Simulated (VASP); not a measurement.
# HfN in VASP: further runs, part 2 of 3

VASP 6.6.1. Earlier steps stand in the parts before.

### 3 Electric field gradients, PBE (equal xy, yz and zx shear strains of +1 %)

INCAR

```
PREC = Accurate ; ENCUT = 520
EDIFF = 1E-8 ; ISMEAR = -1
SIGMA = 0.03 ; LREAL = F
LASPH = T ; NELM = 60
ALGO = Normal ; ISIF = 2
LWAVE = F ; LCHARG = F
GGA = PE ; LEFG = T
NBANDS = 14
```

KPOINTS

```
Automatic mesh
0
Gamma
  10 10 10
```

POSCAR

```
HfN
1.0
    0.0225900000      2.2702950000      2.2702950000
    2.2702950000      0.0225900000      2.2702950000
    2.2702950000      2.2702950000      0.0225900000
Hf N
1 1
Direct
    0.0000000000      0.0000000000      0.0000000000
    0.5000000000      0.5000000000      0.5000000000
```

Potentials or basis: VASP PAW PBE potentials, release 64 (Hf_pv, N).

The run is started by

```bash
> cat potpaw_PBE.64/Hf_pv/POTCAR potpaw_PBE.64/N/POTCAR > POTCAR
> mpirun -np 1 vasp_std > vasp.out
```

OUTCAR:

```text
PREC = Accurate
   ENCUT = 520
   EDIFF = 1E-8
   ISMEAR = -1
   LREAL = F
   LASPH = T
   NELM = 60
   ISIF = 2
   GGA = PE

 ion  position               nearest neighbor table
   1  0.000  0.000  0.000-   2 2.26   2 2.26   2 2.26   2 2.26   2 2.26   2 2.26
   2  0.500  0.500  0.500-   1 2.26   1 2.26   1 2.26   1 2.26   1 2.26   1 2.26

  LATTYP: Found a trigonal (rhomboedric) cell.
 ALAT       =     3.2107614490
 COS(alpha) =     0.5099250056

  Lattice vectors:

 A1 = (   0.0225900000,   2.2702950000,   2.2702950000)
 A2 = (   2.2702950000,   0.0225900000,   2.2702950000)
 A3 = (   2.2702950000,   2.2702950000,   0.0225900000)

Analysis of symmetry for initial positions (statically):
=====================================================================
 Subroutine PRICEL returns:
 Original cell was already a primitive cell.

 Routine SETGRP: Setting up the symmetry group for a
 trigonal (rhombohedral) supercell.

 Subroutine GETGRP returns: Found 12 space group operations
 (whereof 12 operations were pure point group operations)
 out of a pool of 12 trial point group operations.

The static configuration has the point symmetry D_3d.

Analysis of symmetry for dynamics (positions and initial velocities):
=====================================================================
 Subroutine PRICEL returns:
 Original cell was already a primitive cell.

 Routine SETGRP: Setting up the symmetry group for a
 trigonal (rhombohedral) supercell.

 Subroutine GETGRP returns: Found 12 space group operations
 (whereof 12 operations were pure point group operations)
 out of a pool of 12 trial point group operations.

The dynamic configuration has the point symmetry D_3d.

 Subroutine INISYM returns: Found 12 space group operations
 (whereof 12 operations are pure point group operations),
 and found     1 'primitive' translations

----------------------------------------------------------------------------------------

                                     Primitive cell

  volume of cell :      23.0540

  direct lattice vectors                    reciprocal lattice vectors
     0.022590000  2.270295000  2.270295000    -0.223550354  0.221347887  0.221347887
     2.270295000  0.022590000  2.270295000     0.221347887 -0.223550354  0.221347887
     2.270295000  2.270295000  0.022590000     0.221347887  0.221347887 -0.223550354

  length of vectors
     3.210761449  3.210761449  3.210761449     0.384661585  0.384661585  0.384661585

  position of ions in fractional coordinates (direct lattice)
     0.000000000  0.000000000  0.000000000
     0.500000000  0.500000000  0.500000000

  ion indices of the primitive-cell ions
   primitive index   ion index
                 1           1
                 2           2

----------------------------------------------------------------------------------------

 KPOINTS: Automatic mesh

Automatic generation of k-mesh.
 Grid dimensions read from file:
 generate k-points for:   10   10   10

 Generating k-lattice:

[... 74 lines left out ...]
   EMIN   =  10.00;   EMAX   =-10.00  energy-range for DOS
   EFERMI =   0.00;   METHOD = LEGACY
   ISMEAR =    -1;   SIGMA  =   0.03  broadening in eV -4-tet -1-fermi 0-gaus
   EFERMI_NEDOS =   21; number of points for ismear=-14 and -15
   IALGO  =     38    algorithm
   IMIX   =      4    mixing-type and parameters
     AMIX     =   0.40;   BMIX     =  1.00
     AMIX_MAG =   1.60;   BMIX_MAG =  1.00
  volume/ion in A,a.u.               =      11.53        77.79
  Fermi-wavevector in a.u.,A,eV,Ry     =   1.418589  2.680744 27.380283  2.012394
  Thomas-Fermi vector in A             =   2.539698
   LORBIT       =      0    0 simple, 1 ext, 2 COOP (PROOUT), +10 PAW based schemes
   GGA     = PE    functional components
   LHFCALC =     F    Hartree Fock is set to
   AEXX    =    0.0000 exact exchange contribution
   IVDW    =     0    specifies the selected vdW correction
   LEPSILON=     F    determine dielectric tensor
   LRPA    =     F    only Hartree local field effects (RPA)
 non-spin polarized calculation
  energy-cutoff  :      520.00
  volume of cell :       23.05
 maximum number of plane-waves:       632
   NGX = 11   NGY = 11   NGZ = 11

 number of electron      15.0000000 magnetization

 Free energy of the ion-electron system (eV)
  ---------------------------------------------------
  ext. energy  EPLUGINS =         0.00000000
  ---------------------------------------------------
  free energy    TOTEN  =       -21.74634176 eV

  energy without entropy =      -21.74364367  energy(sigma->0) =      -21.74499272

 E-fermi :   8.4296     XC(G=0): -12.7326

 val. band max:        8.4159523476   @ k =   0.2000   0.1000   0.1000
 cond. band min:       8.4346159782   @ k =  -0.4000   0.3000  -0.0000
 fundamental gap:      0.0186636306
 Fermi energy:         8.4296146818

 k-point     1 :       0.0000    0.0000    0.0000
  band No.  band energies     occupation
      1     -22.7724      2.00000
      2     -22.7566      2.00000
      3     -22.7566      2.00000
      4      -9.1281      2.00000
      5       5.3001      2.00000
      6       5.3810      2.00000
      7       5.3810      2.00000
      8       7.8786      2.00000
      9       8.1163      1.99994
     10       8.1163      1.99994
     11      10.1920      0.00000
     12      10.3612      0.00000
     13      10.3612      0.00000
     14      17.9548      0.00000
[... 377 lines left out ...]
      1     -23.4345      2.00000
      2     -23.0193      2.00000
      3     -23.0043      2.00000
      4      -7.7331      2.00000
      5       1.7836      2.00000
      6       3.7915      2.00000
      7       4.2128      2.00000
      8       5.9250      2.00000
      9      12.4716      0.00000
     10      12.9376      0.00000
     11      13.1135      0.00000
     12      13.2328      0.00000
     13      17.5347      0.00000
     14      19.7407      0.00000

 [... further k-points ...]
[... 5 lines left out ...]
  --------------------------------------------------------------------------------------
  -------------------------------------------------------------------------------------
  Total        0.4430871      0.4430871      0.4430871     -0.1441073     -0.1441073     -0.1441073
  in kB       30.7931035     30.7931035     30.7931035    -10.0149834    -10.0149834    -10.0149834
  external PRESSURE =      30.7931035 kB  Pullay stress =       0.0000000 kB

 VOLUME and BASIS-vectors are now :
 -----------------------------------------------------------------------------
  energy-cutoff  :      520.00
  volume of cell :       23.05
      direct lattice vectors                 reciprocal lattice vectors
     0.022590000  2.270295000  2.270295000    -0.223550354  0.221347887  0.221347887
     2.270295000  0.022590000  2.270295000     0.221347887 -0.223550354  0.221347887
     2.270295000  2.270295000  0.022590000     0.221347887  0.221347887 -0.223550354

 POSITION                                       TOTAL-FORCE (eV/Angst)
 -----------------------------------------------------------------------------------
      0.00000      0.00000      0.00000         0.000000     -0.000000     -0.000000
      2.28159      2.28159      2.28159         0.000000      0.000000      0.000000
 -----------------------------------------------------------------------------------
    total drift:                                0.000000     -0.000000     -0.000000

  FREE ENERGIE OF THE ION-ELECTRON SYSTEM (eV)
  ---------------------------------------------------
  free  energy   TOTEN  =       -21.7463417593 eV

  energy  without entropy=      -21.7436436719  energy(sigma->0) =      -21.74499272

 Electric field gradients (V/A^2)
---------------------------------------------------------------------
 ion       V_xx      V_yy      V_zz      V_xy      V_xz      V_yz
---------------------------------------------------------------------
   1      -0.000     0.000    -0.000    -4.030    -4.030    -4.030
   2       0.000    -0.000    -0.000     0.590     0.590     0.590
---------------------------------------------------------------------

 Electric field gradients after diagonalization (V/A^2)
 (convention: |V_zz| > |V_xx| > |V_yy|)
----------------------------------------------------------------------
 ion       V_xx      V_yy      V_zz     asymmetry (V_yy - V_xx)/ V_zz
----------------------------------------------------------------------
   1       4.030     4.030    -8.059       0.000
   2      -0.590    -0.590     1.180       0.000
----------------------------------------------------------------------

           NMR quadrupolar parameters

 Cq : quadrupolar parameter    Cq=e*Q*V_zz/h
 eta: asymmetry parameters     (V_yy - V_xx)/ V_zz
 Q  : nuclear electric quadrupole moment in mb (millibarn)
----------------------------------------------------------------------
 ion       Cq(MHz)       eta       Q (mb)
----------------------------------------------------------------------
   1      -0.019       0.000       1.000
   2       0.003       0.000       1.000
----------------------------------------------------------------------
```

OSZICAR:

```text
N       E                     dE             d eps       ncg     rms          rms(c)
DAV:   1     0.371790334192E+02    0.37179E+02   -0.78229E+03  3256   0.101E+03
DAV:   2    -0.228028836771E+02   -0.59982E+02   -0.55893E+02  4264   0.234E+02
DAV:   3    -0.247459483234E+02   -0.19431E+01   -0.19357E+01  3740   0.343E+01
DAV:   4    -0.247531499705E+02   -0.72016E-02   -0.72008E-02  3910   0.246E+00
DAV:   5    -0.247531952329E+02   -0.45262E-04   -0.45263E-04  3736   0.165E-01    0.490E+01
DAV:   6    -0.218529042100E+02    0.29003E+01   -0.82478E+00  3578   0.221E+01    0.417E+01
DAV:   7    -0.217739913150E+02    0.78913E-01   -0.45633E-01  4136   0.603E+00    0.266E+01
DAV:   8    -0.217517666066E+02    0.22225E-01   -0.10517E-01  3746   0.284E+00    0.605E+00
DAV:   9    -0.217464058711E+02    0.53607E-02   -0.13123E-02  3776   0.951E-01    0.194E+00
DAV:  10    -0.217463749966E+02    0.30874E-04   -0.89083E-04  4280   0.284E-01    0.442E-01
DAV:  11    -0.217463437618E+02    0.31235E-04   -0.62638E-05  4028   0.782E-02    0.108E-01
DAV:  12    -0.217463419486E+02    0.18132E-05   -0.71980E-06  4392   0.227E-02    0.141E-02
DAV:  13    -0.217463417689E+02    0.17973E-06   -0.16508E-07  3494   0.397E-03    0.478E-03
DAV:  14    -0.217463417279E+02    0.41003E-07   -0.90875E-09  3340   0.886E-04    0.253E-03
DAV:  15    -0.217463417546E+02   -0.26731E-07   -0.13414E-09  2098   0.389E-04    0.117E-04
DAV:  16    -0.217463417593E+02   -0.47044E-08   -0.23053E-10  2062   0.133E-04
   1 F= -.21746342E+02 E0= -.21744993E+02  d E =-.269809E-02
```

stdout:

```text
POSCAR found type information on POSCAR HfN
 POSCAR found :  2 types and       2 ions
 scaLAPACK will be used
 LDA part: xc-table for (Slater+PW92), standard interpolation
 POSCAR, INCAR and KPOINTS ok, starting setup
 FFT: planning ... GRIDC
 FFT: planning ... GRID_SOFT
 FFT: planning ... GRID
 WAVECAR not read
 entering main loop
ion   1

ion   2
```

It took 16 s on 1 thread of Intel Xeon Platinum 8488C (Sapphire Rapids), shared host; peak memory 0.17 GiB.

What came out:

```
Free energy : -21.7463 eV
Pressure    : 3.1 GPa
```

Stress tensor (GPa, compression positive):
```
 3.08 -1.00 -1.00
-1.00  3.08 -1.00
-1.00 -1.00  3.08
```

Electric field gradients, principal values (V/Å²):
```
atom   least  middle  greatest (by size)
1 Hf   4.030   4.030              -8.059
 2 N  -0.590  -0.590               1.180
```

Caveat: the cell differs from its parent crystal (equal xy, yz and zx shear strains of +1 %); without QUAD_EFG the Cq values of the log hold for a quadrupole moment of 1 mb, not for the nuclei; spin-orbit coupling is left out, which moves the levels of the heavy elements.

### 4 Electric field gradients, PBE (equal xy, yz and zx shear strains of +1 %)

INCAR

```
SYSTEM = HfN
ALGO     = Normal         ! electronic algorithm
EDIFF    = 1E-8           ! SCF threshold, eV
ENCUT    = 520            ! plane-wave cutoff, eV
GGA      = PE             ! functional
ISIF     = 2              ! what is computed and relaxed
ISMEAR   = -1             ! smearing method
LASPH    = .True.         ! aspherical terms in the spheres
LCHARG   = .False.        ! write CHGCAR
LEFG     = .True.       
LREAL    = .False.        ! projectors in reciprocal space
LWAVE    = .False.        ! write WAVECAR
NBANDS   = 14             ! bands
NELM     = 80             ! most SCF steps
PREC     = Accurate       ! precision mode
SIGMA    = 0.03           ! smearing width, eV
```

KPOINTS

```
k-points
0
Gamma
  10 10 10
  0 0 0
```

POSCAR is that of step 3.

Potentials or basis: VASP PAW PBE potentials, release 64 (Hf_pv, N).

The run is started by

```bash
> cat potpaw_PBE.64/Hf_pv/POTCAR potpaw_PBE.64/N/POTCAR > POTCAR
> mpirun -np 1 vasp_std > vasp.out
```

OUTCAR:

```text
SYSTEM = HfN
   EDIFF = 1E-8
   ENCUT = 520
   GGA = PE
   ISIF = 2
   ISMEAR = -1
   LASPH = .True.
   LREAL = .False.
   NELM = 80
   PREC = Accurate

 ion  position               nearest neighbor table
   1  0.000  0.000  0.000-   2 2.26   2 2.26   2 2.26   2 2.26   2 2.26   2 2.26
   2  0.500  0.500  0.500-   1 2.26   1 2.26   1 2.26   1 2.26   1 2.26   1 2.26

  LATTYP: Found a trigonal (rhomboedric) cell.
 ALAT       =     3.2107614490
 COS(alpha) =     0.5099250056

  Lattice vectors:

 A1 = (   0.0225900000,   2.2702950000,   2.2702950000)
[... 621 lines left out ...]
  free  energy   TOTEN  =       -21.7463417593 eV

  energy  without entropy=      -21.7436436719  energy(sigma->0) =      -21.74499272

 Electric field gradients (V/A^2)
---------------------------------------------------------------------
 ion       V_xx      V_yy      V_zz      V_xy      V_xz      V_yz
---------------------------------------------------------------------
   1      -0.000     0.000    -0.000    -4.030    -4.030    -4.030
   2       0.000    -0.000    -0.000     0.590     0.590     0.590
---------------------------------------------------------------------

 Electric field gradients after diagonalization (V/A^2)
 (convention: |V_zz| > |V_xx| > |V_yy|)
----------------------------------------------------------------------
 ion       V_xx      V_yy      V_zz     asymmetry (V_yy - V_xx)/ V_zz
----------------------------------------------------------------------
   1       4.030     4.030    -8.059       0.000
   2      -0.590    -0.590     1.180       0.000
----------------------------------------------------------------------

           NMR quadrupolar parameters

 Cq : quadrupolar parameter    Cq=e*Q*V_zz/h
 eta: asymmetry parameters     (V_yy - V_xx)/ V_zz
 Q  : nuclear electric quadrupole moment in mb (millibarn)
----------------------------------------------------------------------
 ion       Cq(MHz)       eta       Q (mb)
----------------------------------------------------------------------
   1      -0.019       0.000       1.000
   2       0.003       0.000       1.000
----------------------------------------------------------------------
```

OSZICAR:

```text
N       E                     dE             d eps       ncg     rms          rms(c)
DAV:   1     0.371790334192E+02    0.37179E+02   -0.78229E+03  3256   0.101E+03
DAV:   2    -0.228028836771E+02   -0.59982E+02   -0.55893E+02  4264   0.234E+02
DAV:   3    -0.247459483234E+02   -0.19431E+01   -0.19357E+01  3740   0.343E+01
DAV:   4    -0.247531499705E+02   -0.72016E-02   -0.72008E-02  3910   0.246E+00
DAV:   5    -0.247531952329E+02   -0.45262E-04   -0.45263E-04  3736   0.165E-01    0.490E+01
DAV:   6    -0.218529042100E+02    0.29003E+01   -0.82478E+00  3578   0.221E+01    0.417E+01
DAV:   7    -0.217739913150E+02    0.78913E-01   -0.45633E-01  4136   0.603E+00    0.266E+01
DAV:   8    -0.217517666066E+02    0.22225E-01   -0.10517E-01  3746   0.284E+00    0.605E+00
DAV:   9    -0.217464058711E+02    0.53607E-02   -0.13123E-02  3776   0.951E-01    0.194E+00
DAV:  10    -0.217463749966E+02    0.30874E-04   -0.89083E-04  4280   0.284E-01    0.442E-01
DAV:  11    -0.217463437618E+02    0.31235E-04   -0.62638E-05  4028   0.782E-02    0.108E-01
DAV:  12    -0.217463419486E+02    0.18132E-05   -0.71980E-06  4392   0.227E-02    0.141E-02
DAV:  13    -0.217463417689E+02    0.17973E-06   -0.16508E-07  3494   0.397E-03    0.478E-03
DAV:  14    -0.217463417279E+02    0.41003E-07   -0.90875E-09  3340   0.886E-04    0.253E-03
DAV:  15    -0.217463417546E+02   -0.26731E-07   -0.13414E-09  2098   0.389E-04    0.117E-04
DAV:  16    -0.217463417593E+02   -0.47044E-08   -0.23053E-10  2062   0.133E-04
   1 F= -.21746342E+02 E0= -.21744993E+02  d E =-.269809E-02
```

stdout:

```text
POSCAR found type information on POSCAR HfN
 POSCAR found :  2 types and       2 ions
 scaLAPACK will be used
 LDA part: xc-table for (Slater+PW92), standard interpolation
 POSCAR, INCAR and KPOINTS ok, starting setup
 FFT: planning ... GRIDC
 FFT: planning ... GRID_SOFT
 FFT: planning ... GRID
 WAVECAR not read
 entering main loop
ion   1

ion   2
```

Wall time 16 s (1 thread of Intel Xeon Platinum 8488C (Sapphire Rapids), shared host); peak memory 0.17 GiB.

Results:

```
Free energy : -21.7463 eV
Pressure    : 3.1 GPa
```

Stress tensor (GPa, compression positive):
```
 3.08 -1.00 -1.00
-1.00  3.08 -1.00
-1.00 -1.00  3.08
```

Electric field gradients, principal values (V/Å²):
| atom | least | middle | greatest (by size) |
| --- | --- | --- | --- |
| 1 Hf | 4.030 | 4.030 | -8.059 |
| 2 N | -0.590 | -0.590 | 1.180 |

Caveat: the cell differs from its parent crystal (equal xy, yz and zx shear strains of +1 %); without QUAD_EFG the Cq values of the log hold for a quadrupole moment of 1 mb, not for the nuclei; spin-orbit coupling is left out, which moves the levels of the heavy elements.

(Continued in part 3 of 3.)
